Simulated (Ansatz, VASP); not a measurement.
## CaOs: VASP beside Ansatz

```xyz
2
Lattice="0.0000 2.8974 2.8974 2.8974 0.0000 2.8974 2.8974 2.8974 0.0000" Properties=species:S:1:pos:R:3 pbc="T T T"
Ca    0.0000    0.0000    0.0000
Os    2.8974    2.8974    2.8974
```

Alike in both runs: functional PBE; k mesh 16 × 16 × 16; occupations gaussian, width 0.1 eV; no spin polarisation.

Ansatz relaxed the structure, and its values are those at the end. VASP's run is a single point on that final structure, the one shown.

|  | VASP | Ansatz |
| --- | --- | --- |
| version | VASP 6.6.1 | Ansatz 0.2.0 |
| potentials or method | VASP PAW PBE potentials, release 64 (Ca_sv, Os), cutoff 520 eV | scalar-relativistic, plane waves, PAW |
| valence electrons in the cell | 18 | 26 |

|  | VASP | Ansatz | Ansatz less VASP |
| --- | --- | --- | --- |
| gap on the k mesh at the Fermi level (eV) | none | none | - |
| pressure (GPa) | 0.1 | 0.0 | -0.10 |

A gap of «none» marks a metal or a gap that the smearing closes. VASP's potentials hold 18 valence electrons a cell and Ansatz's 26, so a difference there can come from the potentials and not from the codes.

Spin-orbit coupling is off throughout.
